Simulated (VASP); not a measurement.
WSe2: single point with r2SCAN

Crystal: WSe2.

```
W Se
1.0
     6.15360    0.00000    0.00000
     0.00000    6.15360    0.00000
     0.00000    0.00000    3.38464
W Se
2 4
Cartesian
  0.0000 0.0000 0.0000
  3.0768 3.0768 1.6923
  1.7628 1.7628 0.0000
  1.3140 4.8396 1.6923
  4.8396 1.3140 1.6923
  4.3908 4.3908 0.0000
```

```json
{
 "Program": "VASP 6.6.1",
 "Task": "single point",
 "Functional": "r2SCAN",
 "Potentials or basis": "VASP PAW PBE potentials, release 64 (W_sv, Se)",
 "Cutoff": "520 eV",
 "k mesh": "4 × 4 × 8",
 "Occupations": "fermi-dirac, width 0.02 eV",
 "Spin": "no spin polarisation",
 "Dipole correction": "no",
 "Further INCAR settings": "ALGO = Normal; EDIFF = 1e-06; NBANDS = 35"
}
```

```yaml
Pressure: 0.1 GPa
Largest_force: 0.007 eV/Å
Band_gap_on_the_k_mesh: zero (bands 26 and 27 overlap by 0.93 eV)
```

Forces in eV/Å, atoms in the order of the input:
```
W    0.000  0.000  0.000
W    0.000  0.000  0.000
Se  -0.005 -0.005  0.000
Se   0.005 -0.005  0.000
Se  -0.005  0.005  0.000
Se   0.005  0.005  0.000
```

Stress tensor (GPa, compression positive):
```
0.11 0.00 0.00
0.00 0.11 0.00
0.00 0.00 0.23
```

Levels at points of the mesh, in eV from the Fermi level:
| k point | band 23 | band 24 | band 25 | band 26 | band 27 | band 28 | band 29 | band 30 |
| --- | --- | --- | --- | --- | --- | --- | --- | --- |
| (0.00, 0.00, 0.00) | -1.39 | -0.89 | -0.89 | -0.35 | -0.35 | -0.04 | 0.45 | 1.72 |
| (0.50, 0.00, 0.00) | -1.83 | -1.83 | -0.89 | -0.89 | 0.94 | 0.94 | 1.07 | 1.07 |
| (0.50, 0.50, 0.00) | -2.11 | -2.11 | -0.98 | -0.98 | -0.33 | -0.33 | 2.11 | 2.11 |
| (0.00, 0.00, 0.50) | -2.92 | -2.92 | 0.54 | 0.54 | 1.15 | 1.15 | 1.66 | 1.66 |
| (0.50, 0.00, 0.50) | -1.78 | -1.78 | -1.48 | -1.48 | 1.55 | 1.55 | 1.63 | 1.63 |
| (0.50, 0.50, 0.50) | -1.76 | -1.76 | 0.00 | 0.00 | 0.19 | 0.19 | 1.62 | 1.62 |

Wall time 4.2 min on 1 thread of Intel(R) Xeon(R) Platinum 8559C (Emerald Rapids) (shared host), peak memory 0.32 GiB.

Caveat: the PAW data sets were made with another functional, which shifts forces and pressure a little; spin-orbit coupling is left out, which moves the levels of the heavy elements.
